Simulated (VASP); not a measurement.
# BaTiH3 (Pm-3m) in VASP: relaxation of cell and atoms with PBEsol

Aim: the relaxation of cell and atoms of BaTiH3 with PBEsol.

Program: VASP 6.6.1. These are calculated values, not measurements. Logs are shortened: lines on timing, memory, paths and dates and some standing lists are left out, and cuts for length are marked.

## (1) The cell of the first run

It takes space group Pm-3m (No. 221, cubic). The conventional cell has a = 4.004 Å, b = 4.004 Å, c = 4.004 Å, α = 90.00°, β = 90.00°, γ = 90.00°. Within 3.7 Å of Ba (site symmetry m-3m) lie 12 H at 2.83 Å and 8 Ti at 3.47 Å. Within 2.7 Å of Ti (site symmetry m-3m) lie 6 H at 2.00 Å. Within 2.7 Å of H (site symmetry 4/mmm) lie 2 Ti at 2.00 Å.

## (2) Relaxation of cell and atoms, PBEsol

INCAR

```
  ALGO = Normal
  EDIFF = 1E-7
  EDIFFG = -0.005
  ENCUT = 910
  GGA = PS
  GGA_COMPAT = F
  IBRION = 2
  ISIF = 3
  ISMEAR = 0
  LASPH = T
  LCHARG = F
  LREAL = F
  LWAVE = F
  NELM = 120
  NELMIN = 4
  NSW = 100
  PREC = Accurate
  SIGMA = 0.1
```

KPOINTS

```
k-points
0
Gamma
  10 10 10
```

POSCAR

```
BaTiH3
1.0
    4.0041044510      0.0000000000      0.0000000000
    0.0000000000      4.0041044510      0.0000000000
    0.0000000000      0.0000000000      4.0041044510
Ba Ti H
1 1 3
Direct
    0.5000000000      0.5000000000      0.5000000000
    0.0000000000      0.0000000000      0.0000000000
    0.5000000000      0.0000000000      0.0000000000
    0.0000000000      0.5000000000      0.0000000000
    0.0000000000      0.0000000000      0.5000000000
```

Potentials or basis: VASP PAW PBE potentials, release 64 (Ba_sv, Ti_sv, H_h).

The run is started by

```sh
$ cat potpaw_PBE.64/Ba_sv/POTCAR potpaw_PBE.64/Ti_sv/POTCAR potpaw_PBE.64/H_h/POTCAR > POTCAR
$ mpirun -np 1 vasp_std > vasp.out
```

OUTCAR:

```text
EDIFF = 1E-7
   EDIFFG = -0.005
   ENCUT = 910
   GGA = PS
   IBRION = 2
   ISIF = 3
   ISMEAR = 0
   LASPH = T
   LREAL = F
   NELM = 120
   NELMIN = 4
   NSW = 100
   PREC = Accurate

 ion  position               nearest neighbor table
   1  0.500  0.500  0.500-   2 3.47   2 3.47   2 3.47   2 3.47   2 3.47   2 3.47   2 3.47   2 3.47

   2  0.000  0.000  0.000-   1 3.47   1 3.47   1 3.47   1 3.47   1 3.47   1 3.47   1 3.47   1 3.47

   3  0.500  0.000  0.000-
   4  0.000  0.500  0.000-
   5  0.000  0.000  0.500-

  LATTYP: Found a simple cubic cell.
 ALAT       =     4.0041044510

  Lattice vectors:

 A1 = (   4.0041044510,   0.0000000000,   0.0000000000)
 A2 = (   0.0000000000,   4.0041044510,   0.0000000000)
 A3 = (   0.0000000000,   0.0000000000,   4.0041044510)

Analysis of symmetry for initial positions (statically):
=====================================================================
 Subroutine PRICEL returns:
 Original cell was already a primitive cell.

 Routine SETGRP: Setting up the symmetry group for a
 simple cubic supercell.

 Subroutine GETGRP returns: Found 48 space group operations
 (whereof 48 operations were pure point group operations)
 out of a pool of 48 trial point group operations.

The static configuration has the point symmetry O_h .

Analysis of symmetry for dynamics (positions and initial velocities):
=====================================================================
 Subroutine PRICEL returns:
 Original cell was already a primitive cell.

 Routine SETGRP: Setting up the symmetry group for a
 simple cubic supercell.

 Subroutine GETGRP returns: Found 48 space group operations
 (whereof 48 operations were pure point group operations)
 out of a pool of 48 trial point group operations.

The dynamic configuration has the point symmetry O_h .

 Subroutine INISYM returns: Found 48 space group operations
 (whereof 48 operations are pure point group operations),
 and found     1 'primitive' translations

----------------------------------------------------------------------------------------

                                     Primitive cell

  volume of cell :      64.1972

  direct lattice vectors                    reciprocal lattice vectors
     4.004104451  0.000000000  0.000000000     0.249743735  0.000000000  0.000000000
     0.000000000  4.004104451  0.000000000     0.000000000  0.249743735  0.000000000
     0.000000000  0.000000000  4.004104451     0.000000000  0.000000000  0.249743735

  length of vectors
     4.004104451  4.004104451  4.004104451     0.249743735  0.249743735  0.249743735

  position of ions in fractional coordinates (direct lattice)
     0.500000000  0.500000000  0.500000000
     0.000000000  0.000000000  0.000000000
     0.500000000  0.000000000  0.000000000
     0.000000000  0.500000000  0.000000000
     0.000000000  0.000000000  0.500000000

  ion indices of the primitive-cell ions
   primitive index   ion index
                 1           1
                 2           2
                 3           3
                 4           4
                 5           5

----------------------------------------------------------------------------------------

 KPOINTS: k-points

Automatic generation of k-mesh.
 Grid dimensions read from file:
 generate k-points for:   10   10   10

 Generating k-lattice:

  Cartesian coordinates                     Fractional coordinates (reciprocal lattice)
     0.024974373  0.000000000  0.000000000     0.100000000  0.000000000  0.000000000
     0.000000000  0.024974373  0.000000000     0.000000000  0.100000000  0.000000000
     0.000000000  0.000000000  0.024974373     0.000000000  0.000000000  0.100000000

  Length of vectors
     0.024974373  0.024974373  0.024974373

  Shift w.r.t. Gamma in fractional coordinates (k-lattice)
     0.000000000  0.000000000  0.000000000

 Subroutine IBZKPT returns following result:
 ===========================================

 Found     56 irreducible k-points:

 Following reciprocal coordinates:
            Coordinates               Weight
  0.000000  0.000000  0.000000      1.000000
  0.100000  0.000000  0.000000      6.000000
  0.200000  0.000000  0.000000      6.000000
  0.300000  0.000000  0.000000      6.000000
  0.400000  0.000000  0.000000      6.000000
  0.500000  0.000000  0.000000      3.000000
[... 16 lines left out ...]
  0.200000  0.100000  0.100000     24.000000
  0.300000  0.100000  0.100000     24.000000
 [... further k-points ...]
   k-points           NKPTS =     56   k-points in BZ     NKDIM =     56   number of bands    NBANDS=     16
   number of dos      NEDOS =    301   number of ions     NIONS =      5
   total plane-waves  NPLWV =  64000
   dimension x,y,z NGX =    40 NGY =   40 NGZ =   40
   dimension x,y,z NGXF=    80 NGYF=   80 NGZF=   80
   ions per type =               1   1   3
   NGX,Y,Z   is equivalent  to a cutoff of  16.61, 16.61, 16.61 a.u.
   NGXF,Y,Z  is equivalent  to a cutoff of  33.22, 33.22, 33.22 a.u.
 SYSTEM =  unknown system
   PREC   = accura    normal or accurate (medium, high low for compatibility)
   ISTART =      0    job   : 0-new  1-cont  2-samecut
   ICHARG =      2    charge: 1-file 2-atom 10-const
   ISPIN  =      1    spin polarized calculation?
   LNONCOLLINEAR =      F non collinear calculations
   LSORBIT =      F    spin-orbit coupling
   LASPH  =      T    aspherical Exc in radial PAW
   ENCUT  =  910.0 eV  66.88 Ry    8.18 a.u.   9.85  9.85  9.85*2*pi/ulx,y,z
   NELM   =    120;   NELMIN=  4; NELMDL= -5     # of ELM steps
   EDIFF  = 0.1E-06   stopping-criterion for ELM
   LREAL  =      F    real-space projection
   EDIFFG = -.5E-02   stopping-criterion for IOM
   NSW    =    100    number of steps for IOM
   IBRION =      2    ionic relax: 0-MD 1-quasi-New 2-CG
   NFREE  =      1    steps in history (QN), initial steepest desc. (CG)
   ISIF   =      3    stress and relaxation
   ISYM   =      2    0-nonsym 1-usesym 2-fastsym
   POTIM  = 0.5000    time-step for ionic-motion
   TEBEG  =    0.0;   TEEND  =   0.0 temperature during run
   PSTRESS=    0.0 pullay stress
   NELECT =      25.0000    total number of electrons
   NUPDOWN=      -1.0000    fix difference up-down
   EMIN   =  10.00;   EMAX   =-10.00  energy-range for DOS
   EFERMI =   0.00;   METHOD = LEGACY
   ISMEAR =     0;   SIGMA  =   0.10  broadening in eV -4-tet -1-fermi 0-gaus
   EFERMI_NEDOS =   21; number of points for ismear=-14 and -15
   IALGO  =     38    algorithm
   IMIX   =      4    mixing-type and parameters
     AMIX     =   0.40;   BMIX     =  1.00
     AMIX_MAG =   1.60;   BMIX_MAG =  1.00
  volume/ion in A,a.u.               =      12.84        86.64
  Fermi-wavevector in a.u.,A,eV,Ry     =   1.195500  2.259167 19.445709  1.429219
  Thomas-Fermi vector in A             =   2.331463
   LORBIT       =      0    0 simple, 1 ext, 2 COOP (PROOUT), +10 PAW based schemes
   GGA     = PS    functional components
   LHFCALC =     F    Hartree Fock is set to
   AEXX    =    0.0000 exact exchange contribution
   IVDW    =     0    specifies the selected vdW correction
   LEPSILON=     F    determine dielectric tensor
   LRPA    =     F    only Hartree local field effects (RPA)
 conjugate gradient relaxation of ions
 non-spin polarized calculation
 Gauss-broadening in eV      SIGMA  =   0.10
  energy-cutoff  :      910.00
  volume of cell :       64.20
 maximum number of plane-waves:      4032
 NGX is ok and might be reduce to    40
   NGX = 19   NGY = 19   NGZ = 19

--------------------------------------- Ionic step        1  -------------------------------------------

 number of electron      24.9999998 magnetization

 Free energy of the ion-electron system (eV)
  ---------------------------------------------------
  ext. energy  EPLUGINS =         0.00000000
  ---------------------------------------------------
  free energy    TOTEN  =       -21.20391622 eV

  energy without entropy =      -21.15887566  energy(sigma->0) =      -21.18139594

------------------------ aborting loop because EDIFF is reached ----------------------------------------

  FORCE on cell =-STRESS in cart. coord.  units (eV):
  Direction    XX          YY          ZZ          XY          YZ          ZX
  --------------------------------------------------------------------------------------
  -------------------------------------------------------------------------------------
  Total        0.3800532      0.3800532      0.3800532      0.0000000      0.0000000     -0.0000000
  in kB        9.4850308      9.4850308      9.4850308      0.0000000      0.0000000     -0.0000000
  external PRESSURE =       9.4850308 kB  Pullay stress =       0.0000000 kB
[... 63 lines left out ...]
  energy  without entropy=      -21.1612576083  energy(sigma->0) =      -21.18393287

--------------------------------------- Ionic step        3  -------------------------------------------

 number of electron      24.9999999 magnetization

 Free energy of the ion-electron system (eV)
  ---------------------------------------------------
  ext. energy  EPLUGINS =         0.00000000
  ---------------------------------------------------
  free energy    TOTEN  =       -21.20686274 eV

  energy without entropy =      -21.16138794  energy(sigma->0) =      -21.18412534

 E-fermi :   4.7026     XC(G=0): -10.1213

 val. band max:        4.6983043588   @ k =   0.5000   0.3000   0.3000
 cond. band min:       4.7086304972   @ k =   0.5000   0.5000   0.4000
 fundamental gap:      0.0103261385
 Fermi energy:         4.7025659168

 k-point     1 :       0.0000    0.0000    0.0000
  band No.  band energies     occupation
      1     -52.1587      2.00000
      2     -28.5585      2.00000
      3     -28.5585      2.00000
      4     -28.5585      2.00000
      5     -23.1760      2.00000
      6      -8.1991      2.00000
[... 8 lines left out ...]
     15       7.1266      0.00000
     16       7.1266      0.00000
[... 420 lines left out ...]
  band No.  band energies     occupation
      1     -52.1580      2.00000
      2     -28.5738      2.00000
      3     -28.5598      2.00000
      4     -28.5597      2.00000
      5     -23.1219      2.00000
      6      -8.8439      2.00000
[... 8 lines left out ...]
     15       6.2570      0.00000
     16       6.3841      0.00000

 [... further k-points ...]
[... 5 lines left out ...]
  --------------------------------------------------------------------------------------
  -------------------------------------------------------------------------------------
  Total       -0.0017363     -0.0017363     -0.0017363     -0.0000000      0.0000000     -0.0000000
  in kB       -0.0426617     -0.0426617     -0.0426617     -0.0000000      0.0000000     -0.0000000
  external PRESSURE =      -0.0426617 kB  Pullay stress =       0.0000000 kB
[... 20 lines left out ...]
  FREE ENERGIE OF THE ION-ELECTRON SYSTEM (eV)
  ---------------------------------------------------
  free  energy   TOTEN  =       -21.2068627404 eV

  energy  without entropy=      -21.1613879400  energy(sigma->0) =      -21.18412534

 reached required accuracy - stopping structural energy minimisation
```

It took 1.9 min on 1 thread of Intel Xeon 6975P-C (Granite Rapids), shared host; peak memory 0.37 GiB.

Results:

```yaml
Free_energy: -21.2069 eV
Relaxed_volume: 13.04 Å³/atom
Relaxed_cell: a = 4.025 Å, b = 4.025 Å, c = 4.025 Å, α = 90.00°, β = 90.00°, γ = 90.00°
Space_group_after_relaxing_to_0.1_Å: Pm-3m (No. 221)
Energy_gained_by_relaxing: 0.6 meV/atom
Ionic_steps: 3
Pressure_after_relaxing: 0.0 GPa
Band_gap_on_the_k_mesh: zero (an odd number of electrons rules out a gap without spin polarisation)
```

Step by step:
| step | energy change (eV) | largest force (eV/Å) | pressure (GPa) | volume (Å³) |
| --- | --- | --- | --- | --- |
| 1 | 0.0000 | 0.0000 | 0.95 | 64.20 |
| 2 | -0.0027 | 0.0000 | 0.27 | 64.91 |
| 3 | -0.0029 | 0.0000 | 0.00 | 65.21 |

Final structure:
```
Ba Ti H
1.0
     4.02503    0.00000    0.00000
     0.00000    4.02503    0.00000
     0.00000    0.00000    4.02503
Ba Ti H
1 1 3
Direct
  0.50000 0.50000 0.50000
  0.00000 0.00000 0.00000
  0.50000 0.00000 0.00000
  0.00000 0.50000 0.00000
  0.00000 0.00000 0.50000
```

Caveat: the PAW data sets were made with another functional, which shifts forces and pressure a little; spin-orbit coupling is left out, which moves the levels of the heavy elements.
